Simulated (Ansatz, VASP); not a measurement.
**One calculation of MnPt3, two programs**

```xyz
4
Lattice="3.9000 0.0000 0.0000 0.0000 3.9000 0.0000 0.0000 0.0000 3.9000" Properties=species:S:1:pos:R:3 pbc="T T T"
Mn    0.0000    0.0000    0.0000
Pt    0.0000    1.9500    1.9500
Pt    1.9500    0.0000    1.9500
Pt    1.9500    1.9500    0.0000
```

Alike in both runs: task single point; functional LDA; k mesh 8 × 8 × 8; occupations fermi-dirac, width 0.08 eV; collinear spin.

|  | VASP | Ansatz |
| --- | --- | --- |
| version | VASP 6.6.1 | Ansatz 0.2.0 |
| potentials or method | VASP PAW LDA potentials, release 64 (Mn_pv, Pt) | PAW with Ansatz's default frozen-core files, scalar-relativistic |
| plane-wave cutoff (eV) | 520 | 420 |
| valence electrons in the cell | 43 | 69 |

```tsv
	VASP	Ansatz	Ansatz less VASP
net moment per atom (μB)	1.03	1.03	+0.006
size of the moment on the site where the two differ most (μB)	3.59	3.65	+0.062
```

LDA's correlation is that of Perdew and Zunger in VASP and of Perdew and Wang (1992) in Ansatz. Site moments also hang on the region over which each program counts them. VASP's potentials hold 43 valence electrons a cell and Ansatz's 69, so a difference there can come from the potentials and not from the codes.

Neither program's run includes spin-orbit coupling.
